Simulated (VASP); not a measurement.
# PbSe (P-1) in VASP: single point with LDA

Aim: the single point of PbSe with LDA.

All numbers are computed with VASP 6.6.1; they aren't measurements. Logs are shortened: lines on timing, memory, paths and dates and some standing lists are left out, and cuts for length are marked.

## 1. The cell of the first run

The typed cell holds 2 atoms: a = 4.415 Å, b = 4.363 Å, c = 4.380 Å, α = 58.25°, β = 58.55°, γ = 58.12°.

## 2. Single point, LDA, collinear spin (the cell strained at random)

INCAR

```
SYSTEM = PbSe
  ALGO = Normal
  EDIFF = 1E-7
  ENCUT = 520
  ISIF = 2
  ISMEAR = 1
  ISPIN = 2
  LASPH = .True.
  LCHARG = .False.
  LORBIT = 11
  LREAL = .False.
  LWAVE = .False.
  MAGMOM = 0.5 0
  NBANDS = 21
  NELM = 150
  PREC = Accurate
  SIGMA = 0.05
```

KPOINTS

```
k-points
0
Gamma
  6 6 6
  0 0 0
```

POSCAR

```
PbSe
1.0
    0.0626200000      3.1144520000      3.1282000000
    3.0748500000      0.0970950000      3.0937250000
    3.0942360000      3.0993630000      0.0777090000
Pb Se
1 1
Direct
    0.0000000000      0.0000000000      0.0000000000
    0.5000000000      0.5000000000      0.5000000000
```

Potentials or basis: VASP PAW LDA potentials, release 64 (Pb_d, Se).

On the command line:

```console
cat potpaw_LDA.64/Pb_d/POTCAR potpaw_LDA.64/Se/POTCAR > POTCAR
mpirun -np 1 vasp_std > vasp.out
```

OUTCAR:

```text
SYSTEM = PbSe
   EDIFF = 1E-7
   ENCUT = 520
   ISIF = 2
   ISMEAR = 1
   ISPIN = 2
   LASPH = .True.
   LORBIT = 11
   LREAL = .False.
   NELM = 150
   PREC = Accurate

 ion  position               nearest neighbor table
   1  0.000  0.000  0.000-   2 3.05   2 3.05   2 3.06   2 3.06   2 3.07   2 3.07
   2  0.500  0.500  0.500-   1 3.05   1 3.05   1 3.06   1 3.06   1 3.07   1 3.07

  LATTYP: Found a triclinic cell.
 ALAT       =     7.4232624568
 B/A-ratio  =     0.5732822612
 C/A-ratio  =     0.5947083821
 COS(alpha) =     0.0044215049
 COS(beta)  =     0.3129507400
 COS(gamma) =     0.8575315143

  Lattice vectors:

 A1 = (  -3.0554640000,   2.9051730000,  -6.1097410000)
 A2 = (   0.0193860000,   3.0022680000,  -3.0160160000)
 A3 = (  -0.0626200000,  -3.1144520000,  -3.1282000000)

Analysis of symmetry for initial positions (statically):
=====================================================================
 Subroutine PRICEL returns:
 Original cell was already a primitive cell.

 Routine SETGRP: Setting up the symmetry group for a
 triclinic supercell.

 Subroutine GETGRP returns: Found  2 space group operations
 (whereof  2 operations were pure point group operations)
 out of a pool of  2 trial point group operations.

The static configuration has the point symmetry S_2 .

Analysis of symmetry for dynamics (positions and initial velocities):
=====================================================================
 Subroutine PRICEL returns:
 Original cell was already a primitive cell.

 Routine SETGRP: Setting up the symmetry group for a
 triclinic supercell.

 Subroutine GETGRP returns: Found  2 space group operations
 (whereof  2 operations were pure point group operations)
 out of a pool of  2 trial point group operations.

The dynamic configuration has the point symmetry S_2 .

Analysis of structural, dynamic, and magnetic symmetry:
=====================================================================
 Subroutine PRICEL returns:
 Original cell was already a primitive cell.

 Routine SETGRP: Setting up the symmetry group for a
 triclinic supercell.

 Subroutine GETGRP returns: Found  2 space group operations
 (whereof  2 operations were pure point group operations)
 out of a pool of  2 trial point group operations.

The overall configuration has the point symmetry S_2 .

 Subroutine INISYM returns: Found  2 space group operations
 (whereof  2 operations are pure point group operations),
 and found     1 'primitive' translations

----------------------------------------------------------------------------------------

                                     Primitive cell

  volume of cell :      57.3418

  direct lattice vectors                    reciprocal lattice vectors
     0.062620000  3.114452000  3.128200000    -0.167086388  0.162774351  0.160958393
     3.074850000  0.097095000  3.093725000     0.164860694 -0.168716810  0.164675158
     3.094236000  3.099363000  0.077709000     0.162735177  0.164365599 -0.166900852

  length of vectors
     4.414676405  4.362942165  4.380226720     0.283409518  0.287684407  0.285227422

  position of ions in fractional coordinates (direct lattice)
     0.000000000  0.000000000  0.000000000
     0.500000000  0.500000000  0.500000000

  ion indices of the primitive-cell ions
   primitive index   ion index
                 1           1
                 2           2

----------------------------------------------------------------------------------------

 KPOINTS: k-points

Automatic generation of k-mesh.
 Grid dimensions read from file:
 generate k-points for:    6    6    6

 Generating k-lattice:

  Cartesian coordinates                     Fractional coordinates (reciprocal lattice)
    -0.027847731  0.027129059  0.026826399     0.166666667  0.000000000 -0.000000000
     0.027476782 -0.028119468  0.027445860     0.000000000  0.166666667  0.000000000
     0.027122530  0.027394266 -0.027816809    -0.000000000 -0.000000000  0.166666667

  Length of vectors
     0.047234920  0.047947401  0.047537904

  Shift w.r.t. Gamma in fractional coordinates (k-lattice)
     0.000000000  0.000000000  0.000000000

 Subroutine IBZKPT returns following result:
 ===========================================

 Found    112 irreducible k-points:

 Following reciprocal coordinates:
            Coordinates               Weight
  0.000000  0.000000  0.000000      1.000000
  0.166667 -0.000000  0.000000      2.000000
  0.333333 -0.000000  0.000000      2.000000
  0.500000  0.000000  0.000000      1.000000
  0.000000  0.166667 -0.000000      2.000000
  0.166667  0.166667  0.000000      2.000000
[... 16 lines left out ...]
  0.333333 -0.000000  0.166667      2.000000
  0.500000  0.000000  0.166667      2.000000
 [... further k-points ...]
   k-points           NKPTS =    112   k-points in BZ     NKDIM =    112   number of bands    NBANDS=     21
   number of dos      NEDOS =    301   number of ions     NIONS =      2
   total plane-waves  NPLWV =  41472
   dimension x,y,z NGX =    36 NGY =   32 NGZ =   36
   dimension x,y,z NGXF=    72 NGYF=   64 NGZF=   72
   ions per type =               1   1
   NGX,Y,Z   is equivalent  to a cutoff of  13.56, 12.19, 13.66 a.u.
   NGXF,Y,Z  is equivalent  to a cutoff of  27.11, 24.39, 27.33 a.u.
 SYSTEM =  PbSe
   PREC   = accura    normal or accurate (medium, high low for compatibility)
   ISTART =      0    job   : 0-new  1-cont  2-samecut
   ICHARG =      2    charge: 1-file 2-atom 10-const
   ISPIN  =      2    spin polarized calculation?
   LNONCOLLINEAR =      F non collinear calculations
   LSORBIT =      F    spin-orbit coupling
   LASPH  =      T    aspherical Exc in radial PAW
   ENCUT  =  520.0 eV  38.22 Ry    6.18 a.u.   8.21  8.11  8.14*2*pi/ulx,y,z
   NELM   =    150;   NELMIN=  2; NELMDL= -5     # of ELM steps
   EDIFF  = 0.1E-06   stopping-criterion for ELM
   LREAL  =      F    real-space projection
   EDIFFG = 0.1E-05   stopping-criterion for IOM
   NSW    =      0    number of steps for IOM
   IBRION =     -1    ionic relax: 0-MD 1-quasi-New 2-CG
   NFREE  =      0    steps in history (QN), initial steepest desc. (CG)
   ISIF   =      2    stress and relaxation
   ISYM   =      2    0-nonsym 1-usesym 2-fastsym
   POTIM  = 0.5000    time-step for ionic-motion
   TEBEG  =    0.0;   TEEND  =   0.0 temperature during run
   PSTRESS=    0.0 pullay stress
   NELECT =      20.0000    total number of electrons
   NUPDOWN=      -1.0000    fix difference up-down
   EMIN   =  10.00;   EMAX   =-10.00  energy-range for DOS
   EFERMI =   0.00;   METHOD = LEGACY
   ISMEAR =     1;   SIGMA  =   0.05  broadening in eV -4-tet -1-fermi 0-gaus
   EFERMI_NEDOS =   21; number of points for ismear=-14 and -15
   IALGO  =     38    algorithm
   IMIX   =      4    mixing-type and parameters
     AMIX     =   0.40;   BMIX     =  1.00
     AMIX_MAG =   1.60;   BMIX_MAG =  1.00
  volume/ion in A,a.u.               =      28.67       193.48
  Fermi-wavevector in a.u.,A,eV,Ry     =   1.152377  2.177676 18.068153  1.327972
  Thomas-Fermi vector in A             =   2.289028
   LORBIT       =     11    0 simple, 1 ext, 2 COOP (PROOUT), +10 PAW based schemes
   GGA     = CA    functional components
   LHFCALC =     F    Hartree Fock is set to
   AEXX    =    0.0000 exact exchange contribution
   IVDW    =     0    specifies the selected vdW correction
   LEPSILON=     F    determine dielectric tensor
   LRPA    =     F    only Hartree local field effects (RPA)
 spin polarized calculation
 Methfessel and Paxton  Order N= 1 SIGMA  =   0.05
  energy-cutoff  :      520.00
  volume of cell :       57.34
 maximum number of plane-waves:      1562
 NGX is ok and might be reduce to    36
   NGX = 17   NGY = 17   NGZ = 17

 number of electron      20.0000002 magnetization      -0.0000139

 number of electron      20.0000002 magnetization       0.0000435

 Free energy of the ion-electron system (eV)
  ---------------------------------------------------
  ext. energy  EPLUGINS =         0.00000000
  ---------------------------------------------------
  free energy    TOTEN  =        -9.44182782 eV

  energy without entropy =       -9.44183035  energy(sigma->0) =       -9.44182866

 E-fermi :   4.9601     XC(G=0):  -9.8482

 val. band max:        4.9375640860   @ k =   0.0000   0.5000  -0.0000
 cond. band min:       4.9826453775   @ k =   0.0000   0.0000   0.5000
 fundamental gap:      0.0450812915
 Fermi energy:         4.9600876003

 spin component 1

 k-point     1 :       0.0000    0.0000    0.0000
  band No.  band energies     occupation
      1     -11.8827      1.00000
      2     -11.8795      1.00000
      3     -11.8724      1.00000
      4     -11.8688      1.00000
      5     -11.8671      1.00000
      6      -8.7094      1.00000
[... 13 lines left out ...]
     20      13.9581      0.00000
     21      24.1171      0.00000
[... 529 lines left out ...]
 k-point    24 :       0.5000    0.0000    0.1667
  band No.  band energies     occupation
      1     -11.9220      1.00000
      2     -11.8893      1.00000
      3     -11.8681      1.00000
      4     -11.8496      1.00000
      5     -11.8355      1.00000
      6      -7.5491      1.00000
[... 13 lines left out ...]
     20      19.6574      0.00000
     21      20.4542      0.00000

 [... further k-points ...]

 spin component 2

 k-point     1 :       0.0000    0.0000    0.0000
  band No.  band energies     occupation
      1     -11.8827      1.00000
      2     -11.8795      1.00000
      3     -11.8724      1.00000
      4     -11.8688      1.00000
      5     -11.8670      1.00000
      6      -8.7093      1.00000
[... 13 lines left out ...]
     20      13.9581      0.00000
     21      24.1187      0.00000
[... 529 lines left out ...]
 k-point    24 :       0.5000    0.0000    0.1667
  band No.  band energies     occupation
      1     -11.9219      1.00000
      2     -11.8893      1.00000
      3     -11.8681      1.00000
      4     -11.8496      1.00000
      5     -11.8355      1.00000
      6      -7.5491      1.00000
[... 13 lines left out ...]
     20      19.6574      0.00000
     21      20.4543      0.00000

 [... further k-points ...]

------------------------ aborting loop because EDIFF is reached ----------------------------------------

  FORCE on cell =-STRESS in cart. coord.  units (eV):
  Direction    XX          YY          ZZ          XY          YZ          ZX
  --------------------------------------------------------------------------------------
  -------------------------------------------------------------------------------------
  Total       -0.6752340     -0.7328152     -0.9227203     -0.1516538     -0.2075547     -0.0961551
  in kB      -18.8666024    -20.4754698    -25.7815756     -4.2373342     -5.7992515     -2.6866539
  external PRESSURE =     -21.7078826 kB  Pullay stress =       0.0000000 kB

 VOLUME and BASIS-vectors are now :
 -----------------------------------------------------------------------------
  energy-cutoff  :      520.00
  volume of cell :       57.34
      direct lattice vectors                 reciprocal lattice vectors
     0.062620000  3.114452000  3.128200000    -0.167086388  0.162774351  0.160958393
     3.074850000  0.097095000  3.093725000     0.164860694 -0.168716810  0.164675158
     3.094236000  3.099363000  0.077709000     0.162735177  0.164365599 -0.166900852

 POSITION                                       TOTAL-FORCE (eV/Angst)
 -----------------------------------------------------------------------------------
      0.00000      0.00000      0.00000         0.000000     -0.000000     -0.000000
      3.11585      3.15545      3.14982         0.000000      0.000000      0.000000
 -----------------------------------------------------------------------------------
    total drift:                               -0.000000      0.000000      0.000000

  FREE ENERGIE OF THE ION-ELECTRON SYSTEM (eV)
  ---------------------------------------------------
  free  energy   TOTEN  =        -9.4418278185 eV

  energy  without entropy=       -9.4418303482  energy(sigma->0) =       -9.44182866

 total charge

# of ion       s       p       d       tot
------------------------------------------
    1        1.467   0.556   9.835  11.859
    2        1.475   2.313   0.018   3.805
--------------------------------------------------
tot          2.942   2.869   9.853  15.665

 magnetization (x)

# of ion       s       p       d       tot
------------------------------------------
    1       -0.000   0.000   0.000   0.000
    2        0.000   0.000  -0.000   0.000
--------------------------------------------------
tot         -0.000   0.000   0.000   0.000
```

It took 1.8 min on 1 thread of Intel Xeon 6975P-C (Granite Rapids), shared host; peak memory 0.32 GiB.

What came out:

- Free energy: -9.4418 eV
- Pressure: -2.2 GPa
- Band gap on the k mesh: zero (filled and empty bands overlap)
- Net moment: 0.00 μB per cell
- Valence electrons inside the program's atomic spheres: Pb 11.86; Se 3.81

Stress tensor (GPa, compression positive):
```
-1.89 -0.42 -0.27
-0.42 -2.05 -0.58
-0.27 -0.58 -2.58
```

Caveat: the cell differs from its parent crystal (the cell strained at random); semilocal functionals underestimate gaps, and a narrow one can read as zero; spin-orbit coupling is left out, which moves the levels of the heavy elements.

The gap in the log of VASP goes by the Fermi energy; the results here count the filled bands.